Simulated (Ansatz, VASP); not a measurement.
**One calculation of MgO, two programs**

```
CELL_PARAMETERS angstrom
2.93802 0.00000 0.00000
-1.46901 2.54440 0.00000
0.00000 0.00000 2.67968
ATOMIC_POSITIONS crystal
Mg 0.97966 0.05558 0.00000
O 0.33333 0.66667 0.50000
```

Change from the starting cell: all Mg atoms moved -0.200 Å, as atom 1 along Cartesian [1 -1 0].

Alike in both runs: task single point; functional r2SCAN; k mesh 9 × 9 × 8; occupations gaussian, width 0.05 eV; no spin polarisation.

|  | VASP | Ansatz |
| --- | --- | --- |
| version | VASP 6.6.1 | Ansatz 0.2.0 |
| potentials or method | VASP PAW PBE potentials, release 64 (Mg, O), cutoff 520 eV | scalar-relativistic, plane waves, PAW |
| valence electrons in the cell | 8 | 16 |

```tsv
	VASP	Ansatz	Ansatz less VASP
gap on the k mesh at the Fermi level (eV)	3.59	3.62	+0.028
least direct gap on the mesh (eV)	4.16	4.18	+0.022
pressure (GPa)	-4.0	-3.0	+0.97
traceless stress, the component that is largest in VASP (GPa)	-1.20	-1.13	+0.070
rms of the force components (eV/Å)	0.322	0.322	+0.0003
```

VASP's potentials were made for PBE, not for r2SCAN. Atom by atom the forces differ by 0.002 eV/Å (rms over components). VASP's potentials hold 8 valence electrons a cell and Ansatz's 16, so a difference there can come from the potentials and not from the codes.
